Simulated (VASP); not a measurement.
# NaTa6 in VASP: notebook

The runs below take NaTa6 through single point, with PBEsol.

Everything below comes from runs of VASP 6.6.1. Logs are shortened: lines on timing, memory, paths and dates and some standing lists are left out, and cuts for length are marked.

## 1. The cell of the first run

The cell holds a slab with vacuum, 7 atoms: a = 4.639 Å, b = 4.639 Å, c = 19.944 Å, α = 90.00°, β = 90.00°, γ = 120.00°.

## 2. Single point, PBEsol

INCAR

```
SYSTEM = NaTa6
ALGO = Normal
DIPOL = 0.5 0.5 0.353
EDIFF = 1E-7
ENCUT = 520
GGA = PS
IDIPOL = 3
ISIF = 2
ISMEAR = 0
LASPH = .TRUE.
LCHARG = .TRUE.
LDIPOL = .TRUE.
LELF = .TRUE.
LREAL = .FALSE.
LVACPOTAV = .TRUE.
LVHAR = .TRUE.
LWAVE = .FALSE.
NBANDS = 46
NELM = 100
PREC = Accurate
SIGMA = 0.1
```

KPOINTS

```
k-points
0
G
  6 6 1
  0 0 0
```

POSCAR

```
NaTa6
1.0
    4.6393552080      0.0000000000      0.0000000000
   -2.3196776040      4.0177994673      0.0000000000
    0.0000000000      0.0000000000     19.9442140487
Ta Na
6 1
Direct
    0.6666666667      0.3333333333      0.2005594199
    0.3333333333      0.6666666667      0.2480420840
    0.0000000000      0.0000000000      0.2955247481
    0.6666666667      0.3333333333      0.3400438158
    0.3333333333      0.6666666667      0.3814862476
    0.0000000000      0.0000000000      0.4233916678
    0.0000000000      0.0000000000      0.5830456804
```

Potentials or basis: VASP PAW PBE potentials, release 64 (Ta_pv, Na_pv).

On the command line:

```sh
cat potpaw_PBE.64/Ta_pv/POTCAR potpaw_PBE.64/Na_pv/POTCAR > POTCAR
mpirun -np 1 vasp_std > vasp.out
```

OUTCAR:

```text
SYSTEM = NaTa6
   EDIFF = 1E-7
   ENCUT = 520
   GGA = PS
   ISIF = 2
   ISMEAR = 0
   LASPH = .TRUE.
   LREAL = .FALSE.
   NELM = 100
   PREC = Accurate

 ion  position               nearest neighbor table
   1  0.667  0.333  0.201-   4 2.78   2 2.84   2 2.84   2 2.84   3 3.28   3 3.28   3 3.28
   2  0.333  0.667  0.248-   5 2.66   1 2.84   1 2.84   3 2.84   3 2.84   3 2.84   1 2.84   4 3.25
                             4 3.25   4 3.25
   3  0.000  0.000  0.296-   6 2.55   4 2.82   4 2.82   4 2.82   2 2.84   2 2.84   2 2.84   5 3.18
                             5 3.18   5 3.18   1 3.28   1 3.28   1 3.28
   4  0.667  0.333  0.340-   1 2.78   5 2.80   5 2.80   5 2.80   3 2.82   3 2.82   3 2.82   6 3.15
                             6 3.15   6 3.15   2 3.25   2 3.25   2 3.25
   5  0.333  0.667  0.381-   2 2.66   4 2.80   4 2.80   4 2.80   6 2.81   6 2.81   6 2.81   3 3.18
                             3 3.18   3 3.18
   6  0.000  0.000  0.423-   3 2.55   5 2.81   5 2.81   5 2.81   4 3.15   4 3.15   4 3.15   7 3.18

   7  0.000  0.000  0.583-   6 3.18

  LATTYP: Found a hexagonal cell.
 ALAT       =     4.6393552080
 C/A-ratio  =     4.2989193874

  Lattice vectors:

 A1 = (   4.6393552080,   0.0000000000,   0.0000000000)
 A2 = (  -2.3196776040,   4.0177994673,   0.0000000000)
 A3 = (   0.0000000000,   0.0000000000,  19.9442140487)

Analysis of symmetry for initial positions (statically):
=====================================================================
 Subroutine PRICEL returns:
 Original cell was already a primitive cell.

 Routine SETGRP: Setting up the symmetry group for a
 hexagonal supercell.

 Subroutine GETGRP returns: Found  6 space group operations
 (whereof  6 operations were pure point group operations)
 out of a pool of 24 trial point group operations.

The static configuration has the point symmetry C_3v.

Analysis of symmetry for dynamics (positions and initial velocities):
=====================================================================
 Subroutine PRICEL returns:
 Original cell was already a primitive cell.

 Routine SETGRP: Setting up the symmetry group for a
 hexagonal supercell.

 Subroutine GETGRP returns: Found  6 space group operations
 (whereof  6 operations were pure point group operations)
 out of a pool of 24 trial point group operations.

The dynamic configuration has the point symmetry C_3v.

[... 95 lines left out ...]
   NFREE  =      0    steps in history (QN), initial steepest desc. (CG)
   ISIF   =      2    stress and relaxation
   ISYM   =      2    0-nonsym 1-usesym 2-fastsym
   POTIM  = 0.5000    time-step for ionic-motion
   TEBEG  =    0.0;   TEEND  =   0.0 temperature during run
   PSTRESS=    0.0 pullay stress
   NELECT =      73.0000    total number of electrons
   NUPDOWN=      -1.0000    fix difference up-down
   EMIN   =  10.00;   EMAX   =-10.00  energy-range for DOS
   EFERMI =   0.00;   METHOD = LEGACY
   ISMEAR =     0;   SIGMA  =   0.10  broadening in eV -4-tet -1-fermi 0-gaus
   EFERMI_NEDOS =   21; number of points for ismear=-14 and -15
   IALGO  =     38    algorithm
   IMIX   =      4    mixing-type and parameters
     AMIX     =   0.40;   BMIX     =  1.00
     AMIX_MAG =   1.60;   BMIX_MAG =  1.00
  volume/ion in A,a.u.               =      53.11       358.39
  Fermi-wavevector in a.u.,A,eV,Ry     =   0.951542  1.798155 12.319165  0.905433
  Thomas-Fermi vector in A             =   2.080022
   LORBIT       =      0    0 simple, 1 ext, 2 COOP (PROOUT), +10 PAW based schemes
   GGA     = PS    functional components
   LHFCALC =     F    Hartree Fock is set to
   AEXX    =    0.0000 exact exchange contribution
   IVDW    =     0    specifies the selected vdW correction
   LEPSILON=     F    determine dielectric tensor
   LRPA    =     F    only Hartree local field effects (RPA)
 non-spin polarized calculation
 Gauss-broadening in eV      SIGMA  =   0.10
  energy-cutoff  :      520.00
  volume of cell :      371.76
 maximum number of plane-waves:     10037
 NGX is ok and might be reduce to    36
   NGX = 17   NGY = 17   NGZ = 75

 dipolmoment           0.000000      0.000000      0.286434 electrons x Angstroem

 number of electron      72.9999996 magnetization

 dipolmoment           0.000000      0.000000     -0.109257 electrons x Angstroem

 Free energy of the ion-electron system (eV)
  ---------------------------------------------------
  ext. energy  EPLUGINS =         0.00000000
  ---------------------------------------------------
  free energy    TOTEN  =       -69.33711846 eV

  energy without entropy =      -69.30267543  energy(sigma->0) =      -69.31989694

 E-fermi :  -0.1412     XC(G=0):  -5.6294

 val. band max:       -0.1472178736   @ k =   0.1667   0.1667   0.0000
 cond. band min:      -0.1129085685   @ k =   0.3333   0.0000   0.0000
 fundamental gap:      0.0343093052
 Fermi energy:        -0.1411546050

 k-point     1 :       0.0000    0.0000    0.0000
  band No.  band energies     occupation
      1     -34.8529      2.00000
      2     -34.6639      2.00000
      3     -34.5301      2.00000
      4     -34.5301      2.00000
      5     -34.3472      2.00000
      6     -34.3472      2.00000
[... 332 lines left out ...]
     45       1.6490      0.00000
     46       2.1263      0.00000

------------------------ aborting loop because EDIFF is reached ----------------------------------------

  FORCE on cell =-STRESS in cart. coord.  units (eV):
  Direction    XX          YY          ZZ          XY          YZ          ZX
  --------------------------------------------------------------------------------------
  -------------------------------------------------------------------------------------
  Total       -5.8026665     -5.8026665     -3.5947720     -0.0000000     -0.0000000      0.0000000
  in kB      -25.0077941    -25.0077941    -15.4924149     -0.0000000     -0.0000000      0.0000000
  external PRESSURE =     -21.8360010 kB  Pullay stress =       0.0000000 kB

 VOLUME and BASIS-vectors are now :
 -----------------------------------------------------------------------------
  energy-cutoff  :      520.00
  volume of cell :      371.76
      direct lattice vectors                 reciprocal lattice vectors
     4.639355208  0.000000000  0.000000000     0.215547195  0.124446231  0.000000000
    -2.319677604  4.017799467  0.000000000     0.000000000  0.248892462  0.000000000
     0.000000000  0.000000000 19.944214049     0.000000000  0.000000000  0.050139855

 POSITION                                       TOTAL-FORCE (eV/Angst)
 -----------------------------------------------------------------------------------
      2.31968      1.33927      4.00000        -0.000000     -0.000000      1.813570
     -0.00000      2.67853      4.94700         0.000000      0.000000     -0.056623
      0.00000      0.00000      5.89401         0.000000     -0.000000     -1.805698
      2.31968      1.33927      6.78191         0.000000      0.000000      0.089049
     -0.00000      2.67853      7.60844        -0.000000      0.000000      0.156848
      0.00000      0.00000      8.44421         0.000000     -0.000000     -0.188337
      0.00000      0.00000     11.62839         0.000000     -0.000000     -0.008810
 -----------------------------------------------------------------------------------
    total drift:                                0.000000      0.000000      0.000218

  FREE ENERGIE OF THE ION-ELECTRON SYSTEM (eV)
  ---------------------------------------------------
  free  energy   TOTEN  =       -69.3371184591 eV

  energy  without entropy=      -69.3026754288  energy(sigma->0) =      -69.31989694
```

stdout:

```text
POSCAR found type information on POSCAR TaNa
 POSCAR found :  2 types and       7 ions
 scaLAPACK will be used
 -----------------------------------------------------------------------------
[... 39 lines left out ...]
|     Did not find any points to average over, which means that no vacuum     |
|     field-free region was found. Please increase the size of  your cell     |
|     in the dimension of the dipole correction to obtain accurate            |
|     workfunction values.                                                    |
|                                                                             |
 -----------------------------------------------------------------------------
```

It took 3 min on 1 thread of Intel Xeon 6975P-C (Granite Rapids), shared host; peak memory 0.48 GiB.

What came out:

```yaml
Free_energy: -69.3371 eV
Largest_force: 1.814 eV/Å
Band_gap_on_the_k_mesh: zero (an odd number of electrons rules out a gap without spin polarisation)
```

Forces on the atoms (eV/Å):
```
Ta   0.000  0.000  1.814
Ta   0.000  0.000 -0.057
Ta   0.000  0.000 -1.806
Ta   0.000  0.000  0.089
Ta   0.000  0.000  0.157
Ta   0.000  0.000 -0.188
Na   0.000  0.000 -0.009
```

Caveat: the PAW data sets were made with another functional, which shifts forces and pressure a little; spin-orbit coupling is left out, which moves the levels of the heavy elements.

## 3. Single point, PBEsol

INCAR

```
PREC = Accurate
ENCUT = 520
EDIFF = 1E-7
ISMEAR = 0
SIGMA = 0.1
LREAL = F
LASPH = T
NELM = 80
ALGO = Normal
ISIF = 2
LWAVE = F
LCHARG = F
LDIPOL = T
IDIPOL = 3
DIPOL = 0.5 0.5 0.347
GGA = PS
NBANDS = 46
```

KPOINTS

```
Automatic mesh
0
Gamma
  6 6 1
```

POSCAR: that of step 2 with these lines changed.

```diff
@@ -14,2 +14,2 @@
     0.0000000000      0.0000000000      0.4233916678
-    0.0000000000      0.0000000000      0.5830456804
+    0.3333333333      0.6666666667      0.5391853060
```

Potentials or basis: VASP PAW PBE potentials, release 64 (Ta_pv, Na_pv).

On the command line:

```sh
cat potpaw_PBE.64/Ta_pv/POTCAR potpaw_PBE.64/Na_pv/POTCAR > POTCAR
mpirun -np 1 vasp_std > vasp.out
```

Wall time 3.5 min (1 thread of Intel Xeon 6975P-C (Granite Rapids), shared host); peak memory 0.48 GiB.

Results (log left out):

```yaml
Free_energy: -69.9381 eV
Largest_force: 1.903 eV/Å
Band_gap_on_the_k_mesh: zero (an odd number of electrons rules out a gap without spin polarisation)
```

Forces on the atoms (eV/Å):
```
Ta   0.000  0.000  1.775
Ta   0.000  0.000 -0.027
Ta   0.000  0.000 -1.903
Ta   0.000  0.000  0.037
Ta   0.000  0.000 -0.078
Ta   0.000  0.000  0.186
Na   0.000  0.000  0.010
```

Levels at points of the mesh, in eV from the Fermi level:
| k point | band 35 | band 36 | band 37 | band 38 | band 39 | band 40 |
| --- | --- | --- | --- | --- | --- | --- |
| (0.00, 0.00, 0.00) | -0.97 | -0.41 | -0.41 | 0.15 | 0.21 | 0.21 |
| (0.50, 0.00, 0.00) | -0.74 | -0.30 | -0.05 | 0.07 | 0.81 | 1.04 |

Caveat: the PAW data sets were made with another functional, which shifts forces and pressure a little; spin-orbit coupling is left out, which moves the levels of the heavy elements.

(Part 1 of 2 ends here.)

The gap in the log of VASP goes by the Fermi energy; the results here count the filled bands.